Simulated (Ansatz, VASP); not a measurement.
## Al2O3: VASP beside Ansatz

INCAR

```
PREC = Accurate ; ENCUT = 520
EDIFF = 1E-6 ; ISMEAR = 0
SIGMA = 0.05 ; LREAL = F
LASPH = T ; NELM = 100
ALGO = Normal ; ISIF = 2
LWAVE = F ; LCHARG = F
GGA = PS ; NBANDS = 35
```

File KPOINTS:

```
regular mesh
0
Gamma
  6 6 6
```

File POSCAR:

```
Al2O3
1.0
    2.2891336982      1.3216319569      4.7151575915
   -2.2891336982      1.3216319569      4.7151575915
    0.0000000000     -2.6432639137      4.7151575915
Al O
4 6
Direct
    0.8443505149      0.8443505149      0.8443505149
    0.6556494851      0.6556494851      0.6556494851
    0.1556494851      0.1556494851      0.1556494851
    0.3443505149      0.3443505149      0.3443505149
    0.0558571577      0.4441428423      0.7500000000
    0.7500000000      0.0558571577      0.4441428423
    0.4441428423      0.7500000000      0.0558571577
    0.9441428423      0.5558571577      0.2500000000
    0.2500000000      0.9441428423      0.5558571577
    0.5558571577      0.2500000000      0.9441428423
```

Input for Ansatz:

```yaml
crystal:
  lattice:
    - [2.2891336982, 1.3216319569, 4.7151575915]
    - [-2.2891336982, 1.3216319569, 4.7151575915]
    - [0.0, -2.6432639137, 4.7151575915]
  atoms:
    - { symbol: Al, position: [0.8443505149, 0.8443505149, 0.8443505149] }
    - { symbol: Al, position: [0.6556494851, 0.6556494851, 0.6556494851] }
    - { symbol: Al, position: [0.1556494851, 0.1556494851, 0.1556494851] }
    - { symbol: Al, position: [0.3443505149, 0.3443505149, 0.3443505149] }
    - { symbol: O, position: [0.0558571577, 0.4441428423, 0.75] }
    - { symbol: O, position: [0.75, 0.0558571577, 0.4441428423] }
    - { symbol: O, position: [0.4441428423, 0.75, 0.0558571577] }
    - { symbol: O, position: [0.9441428423, 0.5558571577, 0.25] }
    - { symbol: O, position: [0.25, 0.9441428423, 0.5558571577] }
    - { symbol: O, position: [0.5558571577, 0.25, 0.9441428423] }
basis:
  ecutwfc: 520.0
kpoints:
  mp_grid: { grid: [6, 6, 6] }
hamiltonian:
  xc: pbesol
  pseudopotentials: { kind: paw, azcp: { folder: soft_1 } }
scf:
  occupations: { method: gaussian, width: 0.05 }
output:
  forces: true
  stress: true
  eigenvalues: true
```

Alike in both runs: task single point; functional PBEsol; k mesh 6 × 6 × 6; occupations gaussian, width 0.05 eV; no spin polarisation.

|  | VASP | Ansatz |
| --- | --- | --- |
| version | VASP 6.6.1 | Ansatz 0.2.0 |
| potentials or method | VASP PAW PBE potentials, release 64 (Al, O), cutoff 520 eV | scalar-relativistic, plane waves, PAW |
| valence electrons in the cell | 48 | 48 |

VASP gave:

```
gap on the k mesh at the Fermi level (eV)                     : 5.33
least direct gap on the mesh (eV)                             : 5.33
pressure (GPa)                                                : 1.8
traceless stress, the component that is largest in VASP (GPa) : -32.87
rms of the force components (eV/Å)                            : 0.490
```

What did Ansatz give for the same quantities?

gap on the k mesh at the Fermi level (eV): 5.33; least direct gap on the mesh (eV): 5.33; pressure (GPa): 1.7; traceless stress, the component that is largest in VASP (GPa): -32.88; rms of the force components (eV/Å): 0.484.

VASP's potentials were made for PBE, not for PBEsol, and Ansatz warns of the same on its side. Atom by atom the forces differ by 0.007 eV/Å (rms over components).
